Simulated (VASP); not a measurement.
# C (R-3m) in VASP: further runs, part 2 of 2

VASP 6.6.1. Earlier steps stand in the parts before.

**3. Single point, PBE**

The input, INCAR:

```
SYSTEM = C
  ALGO = Normal
  EDIFF = 1E-6
  ENCUT = 520
  GGA = PE
  ISIF = 2
  ISMEAR = 0
  LASPH = .TRUE.
  LCHARG = .FALSE.
  LREAL = .FALSE.
  LWAVE = .FALSE.
  NBANDS = 31
  NELM = 60
  PREC = Accurate
  SIGMA = 0.05
```

The input, KPOINTS:

```
k-points
0
G
  12 12 12
  0 0 0
```

The input, POSCAR:

```
C
1.0
    1.2597845300      0.7273369375     10.3670139469
   -1.2597845300      0.7273369375     10.3670139469
    0.0000000000     -1.4546738750     10.3670139469
C
10
Direct
    0.0248257000      0.0248257000      0.0248257000
    0.9751743000      0.9751743000      0.9751743000
    0.1086810650      0.1086810650      0.1086810650
    0.8913189350      0.8913189350      0.8913189350
    0.1583663742      0.1583663742      0.1583663742
    0.8416336258      0.8416336258      0.8416336258
    0.3748589682      0.3748589682      0.3748589682
    0.6251410318      0.6251410318      0.6251410318
    0.4253192967      0.4253192967      0.4253192967
    0.5746807033      0.5746807033      0.5746807033
```

Potentials or basis: VASP PAW PBE potentials, release 64 (C).

On the command line:

```bash
$ cat potpaw_PBE.64/C/POTCAR > POTCAR
$ mpirun -np 1 vasp_std > vasp.out
```

OUTCAR:

```text
SYSTEM = C
   EDIFF = 1E-6
   ENCUT = 520
   GGA = PE
   ISIF = 2
   ISMEAR = 0
   LASPH = .TRUE.
   LREAL = .FALSE.
   NELM = 60
   PREC = Accurate

 ion  position               nearest neighbor table
   1  0.025  0.025  0.025-   2 1.54   7 1.54   7 1.54   7 1.54
   2  0.975  0.975  0.975-   1 1.54   8 1.54   8 1.54   8 1.54
   3  0.109  0.109  0.109-   9 1.54   9 1.54   9 1.54   5 1.55
   4  0.891  0.891  0.891-  10 1.54  10 1.54  10 1.54   6 1.55
   5  0.158  0.158  0.158-   6 1.54   6 1.54   6 1.54   3 1.55
   6  0.842  0.842  0.842-   5 1.54   5 1.54   5 1.54   4 1.55
   7  0.375  0.375  0.375-   1 1.54   1 1.54   1 1.54   9 1.57
   8  0.625  0.625  0.625-   2 1.54   2 1.54   2 1.54  10 1.57
   9  0.425  0.425  0.425-   3 1.54   3 1.54   3 1.54   7 1.57
  10  0.575  0.575  0.575-   4 1.54   4 1.54   4 1.54   8 1.57

  LATTYP: Found a trigonal (rhomboedric) cell.
 ALAT       =    10.4685746049
 COS(alpha) =     0.9710367407

  Lattice vectors:

 A1 = (   1.2597845300,   0.7273369375,  10.3670139469)
 A2 = (  -1.2597845300,   0.7273369375,  10.3670139469)
 A3 = (   0.0000000000,  -1.4546738750,  10.3670139469)

Analysis of symmetry for initial positions (statically):
=====================================================================
 Subroutine PRICEL returns:
 Original cell was already a primitive cell.

 Routine SETGRP: Setting up the symmetry group for a
 trigonal (rhombohedral) supercell.

 Subroutine GETGRP returns: Found 12 space group operations
 (whereof 12 operations were pure point group operations)
 out of a pool of 12 trial point group operations.

The static configuration has the point symmetry D_3d.

Analysis of symmetry for dynamics (positions and initial velocities):
=====================================================================
 Subroutine PRICEL returns:
 Original cell was already a primitive cell.

 Routine SETGRP: Setting up the symmetry group for a
 trigonal (rhombohedral) supercell.

 Subroutine GETGRP returns: Found 12 space group operations
 (whereof 12 operations were pure point group operations)
 out of a pool of 12 trial point group operations.

The dynamic configuration has the point symmetry D_3d.

 Subroutine INISYM returns: Found 12 space group operations
 (whereof 12 operations are pure point group operations),
 and found     1 'primitive' translations

----------------------------------------------------------------------------------------

                                     Primitive cell

  volume of cell :      56.9950

  direct lattice vectors                    reciprocal lattice vectors
     1.259784530  0.727336937 10.367013947     0.396893269  0.229146436  0.032153264
    -1.259784530  0.727336937 10.367013947    -0.396893269  0.229146436  0.032153264
     0.000000000 -1.454673875 10.367013947     0.000000000 -0.458292871  0.032153264

  length of vectors
    10.468574605 10.468574605 10.468574605     0.459419403  0.459419403  0.459419403

  position of ions in fractional coordinates (direct lattice)
     0.024825700  0.024825700  0.024825700
     0.975174300  0.975174300  0.975174300
     0.108681065  0.108681065  0.108681065
     0.891318935  0.891318935  0.891318935
[... 39 lines left out ...]
     0.000000000  0.000000000  0.000000000

 Subroutine IBZKPT returns following result:
 ===========================================

 Found    189 irreducible k-points:

 Following reciprocal coordinates:
            Coordinates               Weight
  0.000000  0.000000  0.000000      1.000000
  0.083333  0.000000  0.000000      6.000000
  0.166667  0.000000  0.000000      6.000000
  0.250000  0.000000 -0.000000      6.000000
  0.333333 -0.000000  0.000000      6.000000
  0.416667  0.000000 -0.000000      6.000000
[... 16 lines left out ...]
  0.500000  0.166667  0.000000     12.000000
 -0.416667  0.166667  0.000000     12.000000
 [... further k-points ...]
   k-points           NKPTS =    189   k-points in BZ     NKDIM =    189   number of bands    NBANDS=     31
   number of dos      NEDOS =    301   number of ions     NIONS =     10
   total plane-waves  NPLWV = 512000
   dimension x,y,z NGX =    80 NGY =   80 NGZ =   80
   dimension x,y,z NGXF=   160 NGYF=  160 NGZF=  160
   ions per type =              10
   NGX,Y,Z   is equivalent  to a cutoff of  12.70, 12.70, 12.70 a.u.
   NGXF,Y,Z  is equivalent  to a cutoff of  25.41, 25.41, 25.41 a.u.
 SYSTEM =  C
   PREC   = accura    normal or accurate (medium, high low for compatibility)
   ISTART =      0    job   : 0-new  1-cont  2-samecut
   ICHARG =      2    charge: 1-file 2-atom 10-const
   ISPIN  =      1    spin polarized calculation?
   LNONCOLLINEAR =      F non collinear calculations
   LSORBIT =      F    spin-orbit coupling
   LASPH  =      T    aspherical Exc in radial PAW
   ENCUT  =  520.0 eV  38.22 Ry    6.18 a.u.  19.46 19.46 19.46*2*pi/ulx,y,z
   NELM   =     60;   NELMIN=  2; NELMDL= -5     # of ELM steps
   EDIFF  = 0.1E-05   stopping-criterion for ELM
   LREAL  =      F    real-space projection
[... 7 lines left out ...]
   TEBEG  =    0.0;   TEEND  =   0.0 temperature during run
   PSTRESS=    0.0 pullay stress
   NELECT =      40.0000    total number of electrons
   NUPDOWN=      -1.0000    fix difference up-down
   EMIN   =  10.00;   EMAX   =-10.00  energy-range for DOS
   EFERMI =   0.00;   METHOD = LEGACY
   ISMEAR =     0;   SIGMA  =   0.05  broadening in eV -4-tet -1-fermi 0-gaus
   EFERMI_NEDOS =   21; number of points for ismear=-14 and -15
   IALGO  =     38    algorithm
   IMIX   =      4    mixing-type and parameters
     AMIX     =   0.40;   BMIX     =  1.00
     AMIX_MAG =   1.60;   BMIX_MAG =  1.00
  volume/ion in A,a.u.               =       5.70        38.46
  Fermi-wavevector in a.u.,A,eV,Ry     =   1.454842  2.749253 28.797625  2.116566
  Thomas-Fermi vector in A             =   2.571946
   LORBIT       =      0    0 simple, 1 ext, 2 COOP (PROOUT), +10 PAW based schemes
   GGA     = PE    functional components
   LHFCALC =     F    Hartree Fock is set to
   AEXX    =    0.0000 exact exchange contribution
   IVDW    =     0    specifies the selected vdW correction
   LEPSILON=     F    determine dielectric tensor
   LRPA    =     F    only Hartree local field effects (RPA)
 non-spin polarized calculation
 Gauss-broadening in eV      SIGMA  =   0.05
  energy-cutoff  :      520.00
  volume of cell :       57.00
 maximum number of plane-waves:      1560
 NGX is ok and might be reduce to    80
   NGX = 39   NGY = 39   NGZ = 39

 number of electron      39.9999996 magnetization

 Free energy of the ion-electron system (eV)
  ---------------------------------------------------
  ext. energy  EPLUGINS =         0.00000000
  ---------------------------------------------------
  free energy    TOTEN  =       -90.85685781 eV

  energy without entropy =      -90.85685781  energy(sigma->0) =      -90.85685781

 E-fermi :  10.0336     XC(G=0): -13.2251

 val. band max:        9.7642221321   @ k =   0.0000   0.0000   0.0000
 cond. band min:      14.2422063013   @ k =  -0.3333  -0.3333   0.0833
 fundamental gap:      4.4779841692
 Fermi energy:        10.0336146897

 k-point     1 :       0.0000    0.0000    0.0000
  band No.  band energies     occupation
      1     -11.7642      2.00000
      2     -10.7113      2.00000
      3     -10.6400      2.00000
      4      -7.5684      2.00000
      5      -7.5487      2.00000
      6      -1.7675      2.00000
[... 805 lines left out ...]
     30      20.2517      0.00000
     31      20.5429      0.00000

 [... further k-points ...]
[... 5 lines left out ...]
  --------------------------------------------------------------------------------------
  -------------------------------------------------------------------------------------
  Total        0.2250969      0.2250969      0.2125968      0.0000000     -0.0000000     -0.0000000
  in kB        6.3276607      6.3276607      5.9762735      0.0000000     -0.0000000     -0.0000000
  external PRESSURE =       6.2105317 kB  Pullay stress =       0.0000000 kB

 VOLUME and BASIS-vectors are now :
 -----------------------------------------------------------------------------
  energy-cutoff  :      520.00
  volume of cell :       57.00
      direct lattice vectors                 reciprocal lattice vectors
     1.259784530  0.727336937 10.367013947     0.396893269  0.229146436  0.032153264
    -1.259784530  0.727336937 10.367013947    -0.396893269  0.229146436  0.032153264
     0.000000000 -1.454673875 10.367013947     0.000000000 -0.458292871  0.032153264

 POSITION                                       TOTAL-FORCE (eV/Angst)
 -----------------------------------------------------------------------------------
      0.00000      0.00000      0.77211         0.000000      0.000000     -0.000452
      0.00000      0.00000     30.32894         0.000000      0.000000      0.000452
      0.00000      0.00000      3.38009         0.000000      0.000000      0.000209
      0.00000      0.00000     27.72095         0.000000      0.000000     -0.000209
      0.00000      0.00000      4.92536         0.000000      0.000000     -0.000566
      0.00000      0.00000     26.17568         0.000000      0.000000      0.000566
      0.00000      0.00000     11.65850         0.000000     -0.000000      0.004184
      0.00000      0.00000     19.44254         0.000000      0.000000     -0.004184
      0.00000      0.00000     13.22787         0.000000      0.000000     -0.004216
      0.00000      0.00000     17.87317         0.000000     -0.000000      0.004216
 -----------------------------------------------------------------------------------
    total drift:                               -0.000000     -0.000000      0.000000

  FREE ENERGIE OF THE ION-ELECTRON SYSTEM (eV)
  ---------------------------------------------------
  free  energy   TOTEN  =       -90.8568578052 eV

  energy  without entropy=      -90.8568578052  energy(sigma->0) =      -90.85685781
```

It took 66 min on 1 thread of Intel Xeon Platinum 8488C (Sapphire Rapids), shared host; peak memory 0.96 GiB.

What came out:

```
Free energy            : -90.8569 eV
Pressure               : 0.6 GPa
Largest force          : 0.004 eV/Å
Band gap on the k mesh : 4.48 eV (least direct gap 5.34 eV)
```

Forces in eV/Å, atoms in the order of the input:
```
C    0.000  0.000  0.000
C    0.000  0.000  0.000
C    0.000  0.000  0.000
C    0.000  0.000  0.000
C    0.000  0.000 -0.001
C    0.000  0.000  0.001
C    0.000  0.000  0.004
C    0.000  0.000 -0.004
C    0.000  0.000 -0.004
C    0.000  0.000  0.004
```

Levels at points of the mesh, in eV from the valence-band top:
| k point | band 17 | band 18 | band 19 | band 20 | band 21 | band 22 | band 23 | band 24 |
| --- | --- | --- | --- | --- | --- | --- | --- | --- |
| (0.00, 0.00, 0.00) | -1.29 | -0.18 | 0.00 | 0.00 | 5.34 | 5.34 | 5.48 | 6.76 |
| (0.50, 0.00, 0.00) | -4.43 | -4.38 | -3.54 | -2.92 | 4.83 | 4.83 | 6.23 | 6.29 |
| (0.50, 0.50, 0.00) | -4.16 | -4.07 | -3.40 | -3.38 | 4.61 | 5.45 | 5.51 | 5.53 |
| (0.50, 0.50, 0.50) | -0.46 | -0.46 | -0.42 | -0.42 | 5.82 | 5.82 | 5.93 | 5.93 |
